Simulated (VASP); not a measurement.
Input of a VASP 6.6.1 run:

The input POSCAR:

```
MgO
1.0
    0.0000000000      2.1351500000      2.1351500000
    2.1351500000      0.0000000000      2.1351500000
    2.1351500000      2.1351500000      0.0000000000
Mg O
1 1
Direct
    0.0000000000      0.0000000000      0.0000000000
    0.5000000000      0.5000000000      0.5082793572
```

File INCAR.step1:

```
SYSTEM = MgO
PREC = Accurate ; ENCUT = 520
ISMEAR = 0 ; SIGMA = 0.05
LREAL = .FALSE. ; LASPH = .TRUE.
NELM = 60 ; NBANDS = 11
GGA = PE ; ALGO = Normal
EDIFF = 1E-4 ; LWAVE = .TRUE.
LCHARG = .FALSE.
```

Contents of INCAR.step2:

```
SYSTEM = MgO
PREC = Accurate ; ENCUT = 520
EDIFF = 1E-6 ; ISMEAR = 0
SIGMA = 0.05 ; LREAL = .FALSE.
LASPH = .TRUE. ; NELM = 60
ALGO = Normal ; ISIF = 2
LWAVE = .FALSE. ; LCHARG = .FALSE.
METAGGA = R2SCAN ; LMIXTAU = .TRUE.
NBANDS = 11 ; ISTART = 1
```

KPOINTS

```
regular mesh
0
G
  10 10 10
  0 0 0
```

Potentials or basis: VASP PAW PBE potentials, release 64 (Mg, O).

Command:

```sh
$ cat potpaw_PBE.64/Mg/POTCAR potpaw_PBE.64/O/POTCAR > POTCAR
$ cp INCAR.step1 INCAR
$ mpirun -np 1 vasp_std > vasp.out
$ cp INCAR.step2 INCAR
$ mpirun -np 1 vasp_std > vasp.out
```

Task: Predict the pressure.

Result: -8.1 GPa.

Task: Estimate the band gap on the k mesh.

Result: 5.20 eV, direct.

Stress tensor (GPa, compression positive):
```
-8.10 -0.01  0.00
-0.01 -8.10  0.00
 0.00  0.00 -8.19
```

Caveat: the cell differs from its parent crystal (all O atoms moved +0.025 Å, as atom 2 along Cartesian [1 1 0]); the PAW data sets were made with another functional, which shifts forces and pressure a little.
